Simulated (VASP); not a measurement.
# Zn3B (Pm-3m) in VASP: a series of runs

Runs on Zn3B. Level: PBE. Tasks: single point, relaxation of cell and atoms.

Everything below comes from runs of VASP 6.6.1. Logs are shortened: lines on timing, memory, paths and dates and some standing lists are left out, and cuts for length are marked.

### 1 The cell of the first run

Symmetry: Pm-3m, No. 221, cubic system. Conventional cell: a = 3.703 Å, b = 3.703 Å, c = 3.703 Å, α = 90.00°, β = 90.00°, γ = 90.00°. Within 3.5 Å of Zn (site symmetry 4/mmm) lie 8 Zn at 2.62 Å and 4 B at 2.62 Å. Within 3.5 Å of B (site symmetry m-3m) lie 12 Zn at 2.62 Å.

### 2 Single point, PBE

File INCAR:

```
SYSTEM = Zn3B
  PREC = Accurate
  ENCUT = 520
  EDIFF = 1E-6
  ISMEAR = 0
  SIGMA = 0.1
  LREAL = .FALSE.
  LASPH = .TRUE.
  NELM = 100
  ALGO = Normal
  ISIF = 2
  LWAVE = .FALSE.
  LCHARG = .TRUE.
  GGA = PE
  LELF = .TRUE.
  LVHAR = .TRUE.
  NBANDS = 28
```

File KPOINTS:

```
regular mesh
0
G
  12 12 12
  0 0 0
```

File POSCAR:

```
Zn3B
1.0
    3.7032215362      0.0000000000      0.0000000000
    0.0000000000      3.7032215362      0.0000000000
    0.0000000000      0.0000000000      3.7032215362
Zn B
3 1
Direct
    0.0000000000      0.5000000000      0.5000000000
    0.5000000000      0.0000000000      0.5000000000
    0.5000000000      0.5000000000      0.0000000000
    0.0000000000      0.0000000000      0.0000000000
```

Potentials or basis: VASP PAW PBE potentials, release 64 (Zn, B).

Started as:

```sh
$ cat potpaw_PBE.64/Zn/POTCAR potpaw_PBE.64/B/POTCAR > POTCAR
$ mpirun -np 1 vasp_std > vasp.out
```

OUTCAR:

```text
SYSTEM = Zn3B
   PREC = Accurate
   ENCUT = 520
   EDIFF = 1E-6
   ISMEAR = 0
   LREAL = .FALSE.
   LASPH = .TRUE.
   NELM = 100
   ISIF = 2
   GGA = PE

 ion  position               nearest neighbor table
   1  0.000  0.500  0.500-   2 2.62   3 2.62   3 2.62   2 2.62   2 2.62   3 2.62   3 2.62   2 2.62

   2  0.500  0.000  0.500-   1 2.62   3 2.62   3 2.62   1 2.62   3 2.62   3 2.62   1 2.62   1 2.62

   3  0.500  0.500  0.000-   1 2.62   2 2.62   1 2.62   2 2.62   2 2.62   2 2.62   1 2.62   1 2.62

   4  0.000  0.000  0.000-

  LATTYP: Found a simple cubic cell.
 ALAT       =     3.7032215362

  Lattice vectors:

 A1 = (   3.7032215362,   0.0000000000,   0.0000000000)
 A2 = (   0.0000000000,   3.7032215362,   0.0000000000)
 A3 = (   0.0000000000,   0.0000000000,   3.7032215362)

Analysis of symmetry for initial positions (statically):
=====================================================================
 Subroutine PRICEL returns:
 Original cell was already a primitive cell.

 Routine SETGRP: Setting up the symmetry group for a
 simple cubic supercell.

 Subroutine GETGRP returns: Found 48 space group operations
 (whereof 48 operations were pure point group operations)
 out of a pool of 48 trial point group operations.

The static configuration has the point symmetry O_h .

Analysis of symmetry for dynamics (positions and initial velocities):
=====================================================================
 Subroutine PRICEL returns:
 Original cell was already a primitive cell.

 Routine SETGRP: Setting up the symmetry group for a
 simple cubic supercell.

 Subroutine GETGRP returns: Found 48 space group operations
 (whereof 48 operations were pure point group operations)
 out of a pool of 48 trial point group operations.

The dynamic configuration has the point symmetry O_h .

 Subroutine INISYM returns: Found 48 space group operations
 (whereof 48 operations are pure point group operations),
 and found     1 'primitive' translations

----------------------------------------------------------------------------------------

                                     Primitive cell

  volume of cell :      50.7854

  direct lattice vectors                    reciprocal lattice vectors
     3.703221536  0.000000000  0.000000000     0.270035155  0.000000000  0.000000000
     0.000000000  3.703221536  0.000000000     0.000000000  0.270035155  0.000000000
     0.000000000  0.000000000  3.703221536     0.000000000  0.000000000  0.270035155

  length of vectors
     3.703221536  3.703221536  3.703221536     0.270035155  0.270035155  0.270035155

  position of ions in fractional coordinates (direct lattice)
     0.000000000  0.500000000  0.500000000
     0.500000000  0.000000000  0.500000000
     0.500000000  0.500000000  0.000000000
     0.000000000  0.000000000  0.000000000

  ion indices of the primitive-cell ions
   primitive index   ion index
                 1           1
                 2           2
                 3           3
                 4           4

----------------------------------------------------------------------------------------

 KPOINTS: regular mesh

Automatic generation of k-mesh.
 Grid dimensions read from file:
 generate k-points for:   12   12   12

 Generating k-lattice:

  Cartesian coordinates                     Fractional coordinates (reciprocal lattice)
     0.022502930  0.000000000  0.000000000     0.083333333  0.000000000  0.000000000
     0.000000000  0.022502930  0.000000000     0.000000000  0.083333333  0.000000000
     0.000000000  0.000000000  0.022502930     0.000000000  0.000000000  0.083333333

  Length of vectors
     0.022502930  0.022502930  0.022502930

  Shift w.r.t. Gamma in fractional coordinates (k-lattice)
     0.000000000  0.000000000  0.000000000

 Subroutine IBZKPT returns following result:
 ===========================================

 Found     84 irreducible k-points:

 Following reciprocal coordinates:
            Coordinates               Weight
  0.000000  0.000000  0.000000      1.000000
  0.083333  0.000000  0.000000      6.000000
  0.166667  0.000000  0.000000      6.000000
  0.250000  0.000000  0.000000      6.000000
  0.333333  0.000000  0.000000      6.000000
  0.416667  0.000000  0.000000      6.000000
[... 16 lines left out ...]
  0.333333  0.333333  0.000000     12.000000
  0.416667  0.333333  0.000000     24.000000
 [... further k-points ...]
   k-points           NKPTS =     84   k-points in BZ     NKDIM =     84   number of bands    NBANDS=     28
   number of dos      NEDOS =    301   number of ions     NIONS =      4
   total plane-waves  NPLWV =  21952
   dimension x,y,z NGX =    28 NGY =   28 NGZ =   28
   dimension x,y,z NGXF=    56 NGYF=   56 NGZF=   56
   ions per type =               3   1
   NGX,Y,Z   is equivalent  to a cutoff of  12.57, 12.57, 12.57 a.u.
   NGXF,Y,Z  is equivalent  to a cutoff of  25.14, 25.14, 25.14 a.u.
 SYSTEM =  Zn3B
   PREC   = accura    normal or accurate (medium, high low for compatibility)
   ISTART =      0    job   : 0-new  1-cont  2-samecut
   ICHARG =      2    charge: 1-file 2-atom 10-const
   ISPIN  =      1    spin polarized calculation?
   LNONCOLLINEAR =      F non collinear calculations
   LSORBIT =      F    spin-orbit coupling
   LASPH  =      T    aspherical Exc in radial PAW
   ENCUT  =  520.0 eV  38.22 Ry    6.18 a.u.   6.89  6.89  6.89*2*pi/ulx,y,z
   NELM   =    100;   NELMIN=  2; NELMDL= -5     # of ELM steps
   EDIFF  = 0.1E-05   stopping-criterion for ELM
   LREAL  =      F    real-space projection
   EDIFFG = 0.1E-04   stopping-criterion for IOM
   NSW    =      0    number of steps for IOM
   IBRION =     -1    ionic relax: 0-MD 1-quasi-New 2-CG
   NFREE  =      0    steps in history (QN), initial steepest desc. (CG)
   ISIF   =      2    stress and relaxation
   ISYM   =      2    0-nonsym 1-usesym 2-fastsym
   POTIM  = 0.5000    time-step for ionic-motion
   TEBEG  =    0.0;   TEEND  =   0.0 temperature during run
   PSTRESS=    0.0 pullay stress
   NELECT =      39.0000    total number of electrons
   NUPDOWN=      -1.0000    fix difference up-down
   EMIN   =  10.00;   EMAX   =-10.00  energy-range for DOS
   EFERMI =   0.00;   METHOD = LEGACY
   ISMEAR =     0;   SIGMA  =   0.10  broadening in eV -4-tet -1-fermi 0-gaus
   EFERMI_NEDOS =   21; number of points for ismear=-14 and -15
   IALGO  =     38    algorithm
   IMIX   =      4    mixing-type and parameters
     AMIX     =   0.40;   BMIX     =  1.00
     AMIX_MAG =   1.60;   BMIX_MAG =  1.00
  volume/ion in A,a.u.               =      12.70        85.68
  Fermi-wavevector in a.u.,A,eV,Ry     =   1.499167  2.833015 30.579116  2.247502
  Thomas-Fermi vector in A             =   2.610832
   LORBIT       =      0    0 simple, 1 ext, 2 COOP (PROOUT), +10 PAW based schemes
   GGA     = PE    functional components
   LHFCALC =     F    Hartree Fock is set to
   AEXX    =    0.0000 exact exchange contribution
   IVDW    =     0    specifies the selected vdW correction
   LEPSILON=     F    determine dielectric tensor
   LRPA    =     F    only Hartree local field effects (RPA)
 non-spin polarized calculation
 Gauss-broadening in eV      SIGMA  =   0.10
  energy-cutoff  :      520.00
  volume of cell :       50.79
 maximum number of plane-waves:      1406
 NGX is ok and might be reduce to    28
   NGX = 13   NGY = 13   NGZ = 13

 number of electron      39.0000085 magnetization

 Free energy of the ion-electron system (eV)
  ---------------------------------------------------
  ext. energy  EPLUGINS =         0.00000000
  ---------------------------------------------------
  free energy    TOTEN  =        -7.53762628 eV

  energy without entropy =       -7.53048709  energy(sigma->0) =       -7.53405669

 E-fermi :   3.9663     XC(G=0): -11.9054

 val. band max:        3.9505679578   @ k =   0.4167   0.1667   0.1667
 cond. band min:       3.9826553010   @ k =   0.5000   0.4167   0.4167
 fundamental gap:      0.0320873432
 Fermi energy:         3.9662960190

 k-point     1 :       0.0000    0.0000    0.0000
  band No.  band energies     occupation
      1      -7.7029      2.00000
      2      -5.0797      2.00000
      3      -4.5098      2.00000
      4      -4.5098      2.00000
      5      -4.5098      2.00000
      6      -4.2812      2.00000
[... 20 lines left out ...]
     27      14.1900      0.00000
     28      14.1900      0.00000

 k-point     2 :       0.0833    0.0000    0.0000
  band No.  band energies     occupation
      1      -7.6281      2.00000
      2      -5.0576      2.00000
      3      -4.5032      2.00000
      4      -4.4950      2.00000
      5      -4.4950      2.00000
      6      -4.2827      2.00000
[... 20 lines left out ...]
     27      13.7838      0.00000
     28      13.7838      0.00000

 k-point     3 :       0.1667    0.0000    0.0000
  band No.  band energies     occupation
      1      -7.4053      2.00000
      2      -4.9955      2.00000
      3      -4.4846      2.00000
      4      -4.4511      2.00000
      5      -4.4511      2.00000
      6      -4.2904      2.00000
[... 20 lines left out ...]
     27      13.2635      0.00000
     28      13.2635      0.00000

 k-point     4 :       0.2500    0.0000    0.0000
  band No.  band energies     occupation
      1      -7.0396      2.00000
      2      -4.9072      2.00000
      3      -4.4581      2.00000
      4      -4.3795      2.00000
      5      -4.3795      2.00000
      6      -4.3144      2.00000
[... 20 lines left out ...]
     27      13.1246      0.00000
     28      13.1246      0.00000

 k-point     5 :       0.3333    0.0000    0.0000
  band No.  band energies     occupation
      1      -6.5434      2.00000
      2      -4.8287      2.00000
      3      -4.4299      2.00000
      4      -4.3767      2.00000
      5      -4.2841      2.00000
      6      -4.2841      2.00000
[... 20 lines left out ...]
     27      13.3221      0.00000
     28      13.3221      0.00000

 k-point     6 :       0.4167    0.0000    0.0000
  band No.  band energies     occupation
      1      -5.9462      2.00000
      2      -4.8920      2.00000
      3      -4.4707      2.00000
      4      -4.4081      2.00000
      5      -4.1773      2.00000
      6      -4.1773      2.00000
[... 463 lines left out ...]
      5      -4.2208      2.00000
      6      -4.1073      2.00000
[... 20 lines left out ...]
     27      13.3869      0.00000
     28      13.8175      0.00000

 k-point    22 :       0.5000    0.2500    0.0000
  band No.  band energies     occupation
      1      -5.0335      2.00000
      2      -4.8113      2.00000
      3      -4.3041      2.00000
      4      -4.3011      2.00000
      5      -4.2240      2.00000
      6      -4.1087      2.00000
[... 20 lines left out ...]
     27      13.0080      0.00000
     28      13.4009      0.00000

 k-point    23 :       0.3333    0.3333    0.0000
  band No.  band energies     occupation
      1      -5.5467      2.00000
      2      -4.5484      2.00000
      3      -4.3253      2.00000
      4      -4.2259      2.00000
      5      -4.1255      2.00000
      6      -4.0648      2.00000
[... 20 lines left out ...]
     27      13.5444      0.00000
     28      13.9809      0.00000

 k-point    24 :       0.4167    0.3333    0.0000
  band No.  band energies     occupation
      1      -5.1122      2.00000
      2      -4.5056      2.00000
      3      -4.2748      2.00000
      4      -4.2279      2.00000
      5      -4.1783      2.00000
      6      -4.0693      2.00000
[... 20 lines left out ...]
     27      12.5541      0.00000
     28      13.9041      0.00000

 [... further k-points ...]

------------------------ aborting loop because EDIFF is reached ----------------------------------------

  FORCE on cell =-STRESS in cart. coord.  units (eV):
  Direction    XX          YY          ZZ          XY          YZ          ZX
  --------------------------------------------------------------------------------------
  -------------------------------------------------------------------------------------
  Total        0.1691275      0.1691275      0.1691275      0.0000000     -0.0000000      0.0000000
  in kB        5.3356308      5.3356308      5.3356308      0.0000000     -0.0000000      0.0000000
  external PRESSURE =       5.3356308 kB  Pullay stress =       0.0000000 kB

 VOLUME and BASIS-vectors are now :
 -----------------------------------------------------------------------------
  energy-cutoff  :      520.00
  volume of cell :       50.79
      direct lattice vectors                 reciprocal lattice vectors
     3.703221536  0.000000000  0.000000000     0.270035155  0.000000000  0.000000000
     0.000000000  3.703221536  0.000000000     0.000000000  0.270035155  0.000000000
     0.000000000  0.000000000  3.703221536     0.000000000  0.000000000  0.270035155

 POSITION                                       TOTAL-FORCE (eV/Angst)
 -----------------------------------------------------------------------------------
      0.00000      1.85161      1.85161         0.000000      0.000000      0.000000
      1.85161      0.00000      1.85161         0.000000      0.000000      0.000000
      1.85161      1.85161      0.00000         0.000000      0.000000      0.000000
      0.00000      0.00000      0.00000         0.000000      0.000000      0.000000
 -----------------------------------------------------------------------------------
    total drift:                                0.000000      0.000000      0.000000

  FREE ENERGIE OF THE ION-ELECTRON SYSTEM (eV)
  ---------------------------------------------------
  free  energy   TOTEN  =        -7.5376262823 eV

  energy  without entropy=       -7.5304870947  energy(sigma->0) =       -7.53405669
```

Run time: 39 s. Hardware: 1 thread of Intel Xeon 6975P-C (Granite Rapids), shared host; peak memory 0.22 GiB.

What came out:

* Free energy: -7.5376 eV
* Pressure: 0.5 GPa

Levels at points of the mesh, in eV from the Fermi level:
| k point | band 16 | band 17 | band 18 | band 19 | band 20 | band 21 | band 22 | band 23 |
| --- | --- | --- | --- | --- | --- | --- | --- | --- |
| (0.00, 0.00, 0.00) | -6.93 | -2.06 | -2.06 | -2.06 | -0.41 | 2.46 | 2.46 | 5.75 |
| (0.50, 0.00, 0.00) | -7.22 | -6.93 | 0.43 | 0.43 | 1.19 | 2.39 | 2.39 | 2.67 |
| (0.50, 0.50, 0.00) | -5.94 | -5.51 | -4.93 | -4.93 | 1.76 | 4.01 | 4.98 | 4.98 |
| (0.50, 0.50, 0.50) | -4.00 | -4.00 | -4.00 | -3.61 | -3.56 | -1.12 | -1.12 | -1.12 |

### 3 Relaxation of cell and atoms, PBE

This run uses another cell than the first one, of 13.04 Å³/atom, 1.027 times its volume.

File INCAR:

```
SYSTEM = Zn3B
  PREC = Accurate
  ENCUT = 600
  EDIFF = 1E-7
  ISMEAR = 0
  SIGMA = 0.1
  LREAL = .FALSE.
  LASPH = .TRUE.
  NELM = 100
  ALGO = Normal
  ISIF = 3
  LWAVE = .FALSE.
  LCHARG = .FALSE.
  GGA = PE
  IBRION = 2
  NSW = 100
  EDIFFG = -0.01
```

KPOINTS is that of step 2.

File POSCAR:

```
Zn3B
1.0
    3.7361695200      0.0000000000      0.0000000000
    0.0000000000      3.7361695200      0.0000000000
    0.0000000000      0.0000000000      3.7361695200
Zn B
3 1
Direct
    0.0000000000      0.5000000000      0.5000000000
    0.5000000000      0.0000000000      0.5000000000
    0.5000000000      0.5000000000      0.0000000000
    0.0000000000      0.0000000000      0.0000000000
```

Potentials or basis: VASP PAW PBE potentials, release 64 (Zn, B).

Started as:

```sh
$ cat potpaw_PBE.64/Zn/POTCAR potpaw_PBE.64/B/POTCAR > POTCAR
$ mpirun -np 1 vasp_std > vasp.out
```

Run time: 2.4 min. Hardware: 1 thread of Intel Xeon 6975P-C (Granite Rapids), shared host; peak memory 0.24 GiB.

Results (log left out):

| Property | Result |
| --- | --- |
| Free energy | -7.5380 eV |
| Relaxed volume | 12.74 Å³/atom |
| Relaxed cell | a = 3.708 Å, b = 3.708 Å, c = 3.708 Å, α = 90.00°, β = 90.00°, γ = 90.00° |
| Space group after relaxing (to 0.05 Å) | Pm-3m (No. 221) |
| Energy gained by relaxing | 2.0 meV/atom |
| Ionic steps | 3 |
| Pressure after relaxing | 0.0 GPa |

The path:
```tsv
step	energy change (eV)	largest force (eV/Å)	pressure (GPa)	volume (Å³)
1	0.0000	0.0000	-2.11	52.15
2	-0.0080	0.0000	0.20	50.87
3	-0.0081	0.0000	0.00	50.97
```

Final structure:
```
Zn B
1.0
     3.70765    0.00000    0.00000
     0.00000    3.70765    0.00000
     0.00000    0.00000    3.70765
Zn B
3 1
Direct
  0.00000 0.50000 0.50000
  0.50000 0.00000 0.50000
  0.50000 0.50000 0.00000
  0.00000 0.00000 0.00000
```

Levels at points of the mesh, in eV from the Fermi level:
| k point | band 16 | band 17 | band 18 | band 19 | band 20 | band 21 | band 22 | band 23 |
| --- | --- | --- | --- | --- | --- | --- | --- | --- |
| (0.00, 0.00, 0.00) | -6.92 | -2.04 | -2.04 | -2.04 | -0.42 | 2.45 | 2.45 | 5.74 |
| (0.50, 0.00, 0.00) | -7.21 | -6.92 | 0.43 | 0.43 | 1.18 | 2.39 | 2.39 | 2.67 |
| (0.50, 0.50, 0.00) | -5.94 | -5.49 | -4.92 | -4.92 | 1.75 | 3.99 | 4.97 | 4.97 |
| (0.50, 0.50, 0.50) | -3.98 | -3.98 | -3.98 | -3.61 | -3.54 | -1.13 | -1.13 | -1.13 |

Caveat: the bands computed are all filled at some k points, so no gap is given.

### 4 Single point, PBE

This run uses another cell than the first one, of 13.04 Å³/atom, 1.027 times its volume.

File INCAR:

```
SYSTEM = Zn3B
PREC     = Accurate       ! precision mode
ENCUT    = 520            ! plane-wave cutoff, eV
EDIFF    = 1E-6           ! SCF threshold, eV
ISMEAR   = 0              ! smearing method
SIGMA    = 0.1            ! smearing width, eV
LREAL    = .False.        ! projectors in reciprocal space
LASPH    = .True.         ! aspherical terms in the spheres
NELM     = 100            ! most SCF steps
ALGO     = Normal         ! electronic algorithm
ISIF     = 2              ! what is computed and relaxed
LWAVE    = .False.        ! write WAVECAR
LCHARG   = .False.        ! write CHGCAR
GGA      = PE             ! functional
NBANDS   = 28             ! bands
```

File KPOINTS:

```
regular mesh
0
Gamma
  6 6 6
  0 0 0
```

POSCAR is that of step 3.

Started as:

```sh
$ cat potpaw_PBE.64/Zn/POTCAR potpaw_PBE.64/B/POTCAR > POTCAR
$ mpirun -np 1 vasp_std > vasp.out
```

It took 16 s on 1 thread of Intel Xeon 6975P-C (Granite Rapids), shared host; peak memory 0.16 GiB.

Results (log left out):

* Free energy: -7.5728 eV
* Pressure: -2.7 GPa

Levels at points of the mesh, in eV from the Fermi level:
```csv
k point,band 15,band 16,band 17,band 18,band 19,band 20,band 21,band 22,band 23,band 24
"(0.00, 0.00, 0.00)",-6.90,-6.90,-1.97,-1.97,-1.97,-0.52,2.36,2.36,5.65,5.65
"(0.50, 0.00, 0.00)",-7.25,-7.18,-6.90,0.44,0.44,1.06,2.37,2.37,2.63,4.31
"(0.50, 0.50, 0.00)",-7.24,-5.90,-5.42,-4.87,-4.87,1.73,3.90,4.84,4.84,5.54
"(0.50, 0.50, 0.50)",-6.97,-3.87,-3.87,-3.87,-3.66,-3.44,-1.18,-1.18,-1.18,9.27
```

### 5 Summary

```tsv
task	cell	k mesh	cutoff (eV)	gap on the mesh (eV)	pressure (GPa)
single point	a = 3.703 Å, 4 atoms	12 × 12 × 12	520	none	0.5
relaxation of cell and atoms	relaxed from a = 3.736 Å, 4 atoms	12 × 12 × 12	600	-	0.0
single point	a = 3.736 Å, 4 atoms	6 × 6 × 6	520	none	-2.7
```

Alike in all rows: level PBE; potentials or basis VASP PAW PBE potentials, release 64 (Zn, B); no spin polarisation; smearing gaussian 0.1 eV.

Caveats: the bands computed are all filled at some k points, so no gap is given (some runs).

Total energies depend on the potentials used, so only differences within one code and one set of settings carry meaning.
